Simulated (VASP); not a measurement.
Cd3InO, 5 atoms in the cell. The structure is cubic, space group Pm-3m (No. 221). Conventional cell: a = 5.457 Å, b = 5.457 Å, c = 5.457 Å, α = 90.00°, β = 90.00°, γ = 90.00°. Within 3.6 Å of Cd (site symmetry 4/mmm) lie 2 In at 2.73 Å. Within 3.6 Å of In (site symmetry m-3m) lie 6 Cd at 2.73 Å. Within 5.1 Å of O (site symmetry m-3m) lie 12 Cd at 3.86 Å and 8 In at 4.73 Å. The cell was built from a structure type or drawn by symmetry, and may not be a known phase.

```yaml
Program: VASP 6.6.1
Task: single point
Functional: PBE
Potentials_or_basis: VASP PAW PBE potentials, release 64 (Cd, In_d, O)
Cutoff: 520 eV
k_mesh: 4 × 4 × 4
Occupations: gaussian, width 0.1 eV
Spin: collinear spin, ferromagnetic start
Starting_moments: "[0.0, 0.0, 0.0, 0.0, 1.0] μB"
Dipole_correction: no
Further_INCAR_settings: ALGO = Normal; EDIFF = 1e-06; NBANDS = 40
```

Potentials or basis: VASP PAW PBE potentials, release 64 (Cd, In_d, O).

The run is started by

```console
$ cat potpaw_PBE.64/Cd/POTCAR potpaw_PBE.64/In_d/POTCAR potpaw_PBE.64/O/POTCAR > POTCAR
$ mpirun -np 1 vasp_std > vasp.out
```

Hardware: 1 thread of Intel(R) Xeon(R) 6975P-C (Granite Rapids) (shared host).

Task: How long does it take, and how much memory?

Result: It took 110 s on 1 thread of Intel(R) Xeon(R) 6975P-C (Granite Rapids), with other jobs on the host, peak memory 0.36 GiB. Counts: scf iterations 23, k points 10.
